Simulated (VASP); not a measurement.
Runs of VASP 6.6.1 on AlGa3N4. The structure is that of space group P-43m (No. 215), or close to it. The cells are those of the table. 

```tsv
task	potentials or basis	cell	cutoff (eV)	smearing	second run	gap on the mesh (eV)	pressure (GPa)	relaxed volume (Å³/atom)	largest force (eV/Å)
single point	VASP PAW LDA potentials, release 64 (Al, Ga_d, N)	a = 4.427 Å, 8 atoms	520	gaussian 0.01 eV	-	2.57	1.0	-	0.03
relaxation of cell and atoms	VASP PAW LDA potentials, release 64 (Al, Ga_d, N)	relaxed from a = 4.472 Å, 8 atoms	600	gaussian 0.02 eV	-	2.54	0.0	10.89	-
single point	VASP PAW LDA potentials, release 64 (Al, Ga_d, N)	a = 4.397 Å, 8 atoms	520	gaussian 0.01 eV	-	2.71	(b)	-	0.03
relaxation of cell and atoms	VASP PAW LDA potentials, release 64 (Al, Ga_d, N)	relaxed from a = 4.468 Å, 8 atoms	600	gaussian 0.01 eV	-	2.54	0.0	10.89	-
single point	VASP PAW LDA potentials, release 64 (Al, Ga_d, N)	a = 4.427 Å, 8 atoms	520	gaussian 0.02 eV	-	2.57	1.0	-	0.03
single point	VASP PAW LDA potentials, release 64 (Al, Ga_d, N)	a = 4.456 Å, 8 atoms	520	gaussian 0.01 eV	-	(a)	-2.9	-	0.03
single point	VASP PAW LDA potentials, release 64 (Al, Ga_d, N_h)	a = 4.427 Å, 8 atoms	910	gaussian 0.01 eV	hard_potentials	2.57	0.8	-	0.03
```

Alike in all rows: level LDA; no spin polarisation; k mesh 6 × 6 × 6.

Fill in the values left out.

(a) 2.43; (b) 5.4.

Caveats: the cutoff is under 1.25 times the usual one of these potentials, so pressure, stress and relaxed cells hold a basis-set (Pulay) error (some runs).

A k mesh can miss the band edges, and the runs leave out spin-orbit coupling on Ga.
